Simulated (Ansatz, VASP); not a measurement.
Two plane-wave programs on AlGa3N4

The input INCAR:

```
SYSTEM = AlGa3N4
PREC = Accurate
ENCUT = 520
EDIFF = 1E-6
ISMEAR = 0
SIGMA = 0.05
LREAL = .FALSE.
LASPH = .TRUE.
NELM = 100
ALGO = Normal
ISIF = 2
LWAVE = .FALSE.
LCHARG = .TRUE.
GGA = CA
LELF = .TRUE.
LVHAR = .TRUE.
NBANDS = 41
```

KPOINTS

```
Automatic mesh
0
G
  6 6 6
  0 0 0
```

File POSCAR:

```
AlGa3N4
1.0
    4.5595547306      0.1033646631      0.1033646631
    0.1033646631      4.5595547306      0.1033646631
    0.1033646631      0.1033646631      4.5595547306
Al Ga N
1 3 4
Direct
    0.0000000000      0.0000000000      0.0000000000
    0.5000000000      0.5000000000      0.0000000000
    0.5000000000      0.0000000000      0.5000000000
    0.0000000000      0.5000000000      0.5000000000
    0.7548078379      0.7548078379      0.2451921621
    0.7548078379      0.2451921621      0.7548078379
    0.2451921621      0.7548078379      0.7548078379
    0.2451921621      0.2451921621      0.2451921621
```

Input for Ansatz:

```yaml
crystal:
  lattice:
    - [4.5595547306, 0.1033646631, 0.1033646631]
    - [0.1033646631, 4.5595547306, 0.1033646631]
    - [0.1033646631, 0.1033646631, 4.5595547306]
  atoms:
    - { symbol: Al, position: [0.0, 0.0, 0.0] }
    - { symbol: Ga, position: [0.5, 0.5, 0.0] }
    - { symbol: Ga, position: [0.5, 0.0, 0.5] }
    - { symbol: Ga, position: [0.0, 0.5, 0.5] }
    - { symbol: "N", position: [0.7548078379, 0.7548078379, 0.2451921621] }
    - { symbol: "N", position: [0.7548078379, 0.2451921621, 0.7548078379] }
    - { symbol: "N", position: [0.2451921621, 0.7548078379, 0.7548078379] }
    - { symbol: "N", position: [0.2451921621, 0.2451921621, 0.2451921621] }
basis:
  ecutwfc: 520.0
kpoints:
  mp_grid: { grid: [6, 6, 6] }
hamiltonian:
  xc: lda
  pseudopotentials: { kind: paw, azcp: { folder: soft_1 } }
scf:
  occupations: { method: gaussian, width: 0.05 }
output:
  forces: true
  stress: true
  eigenvalues: true
```

Change from the starting cell: equal engineering shear yz, xz and xy +0.0467, equal normal strain along x, y and z +0.0300.

Alike in both runs: task single point; functional LDA; k mesh 6 × 6 × 6; occupations gaussian, width 0.05 eV; no spin polarisation.

|  | VASP | Ansatz |
| --- | --- | --- |
| version | VASP 6.6.1 | Ansatz 0.2.0 |
| potentials or method | VASP PAW LDA potentials, release 64 (Al, Ga_d, N), cutoff 520 eV | scalar-relativistic, plane waves, PAW |
| valence electrons in the cell | 62 | 62 |

Ansatz gave:

```
gap on the k mesh at the Fermi level (eV)                     : 1.75
least direct gap on the mesh (eV)                             : 1.75
pressure (GPa)                                                : -13.8
traceless stress, the component that is largest in VASP (GPa) : -6.82
rms of the force components (eV/Å)                            : 0.117
```

Task: Estimate VASP's values.

Result: gap on the k mesh at the Fermi level (eV): 1.75; least direct gap on the mesh (eV): 1.75; pressure (GPa): -13.1; traceless stress, the component that is largest in VASP (GPa): -6.94; rms of the force components (eV/Å): 0.131.

Ansatz warns that its potentials were made for another functional, while VASP's fit it. LDA's correlation is that of Perdew and Zunger in VASP and of Perdew and Wang (1992) in Ansatz. Atom by atom the forces differ by 0.017 eV/Å (rms over components).
